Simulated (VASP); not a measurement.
W3N4:

```
W N
1.0
     4.12200    0.00000    0.00000
     0.00000    4.12200    0.00000
     0.00000    0.00000    4.12200
W N
3 4
Direct
  0.50000 0.50000 0.00000
  0.00000 0.50000 0.50000
  0.50000 0.00000 0.50000
  0.50000 0.50000 0.50000
  0.50000 0.00000 0.00000
  0.00000 0.50000 0.00000
  0.00000 0.00000 0.50000
```

| Property | Result |
| --- | --- |
| Program | VASP 6.6.1 |
| Task | relaxation of cell and atoms |
| Functional | PBE |
| Potentials or basis | VASP PAW PBE potentials, release 64 (W_sv, N) |
| Cutoff | 600 eV |
| k mesh | 6 × 6 × 6 |
| Occupations | fermi-dirac, width 0.05 eV |
| Spin | no spin polarisation |

At the start: pressure 29.3 GPa; volume 10.01 Å³/atom.

Problem. How do energy, volume and symmetry change on relaxing?

Solution. Over 4 steps the energy falls by 64.3 meV/atom and the volume is 10.76 Å³/atom (+7.6 %); space group Pm-3m (No. 221, to 0.1 Å) before and after.

The path:
```csv
step,energy change (eV),largest force (eV/Å),pressure (GPa),volume (Å³)
1,0.0000,0.0000,29.34,70.04
2,1.8501,0.0000,-41.47,90.30
3,-0.4478,0.0000,-1.70,75.67
4,-0.4499,0.0000,-0.20,75.33
```

Final structure:
```yaml
crystal:
  lattice:
    - [4.22335, 0.00000, 0.00000]
    - [0.00000, 4.22335, 0.00000]
    - [0.00000, 0.00000, 4.22335]
  atoms:
    - { symbol: W, position: [0.50000, 0.50000, 0.00000] }
    - { symbol: W, position: [0.00000, 0.50000, 0.50000] }
    - { symbol: W, position: [0.50000, 0.00000, 0.50000] }
    - { symbol: N, position: [0.50000, 0.50000, 0.50000] }
    - { symbol: N, position: [0.50000, 0.00000, 0.00000] }
    - { symbol: N, position: [0.00000, 0.50000, 0.00000] }
    - { symbol: N, position: [0.00000, 0.00000, 0.50000] }
```
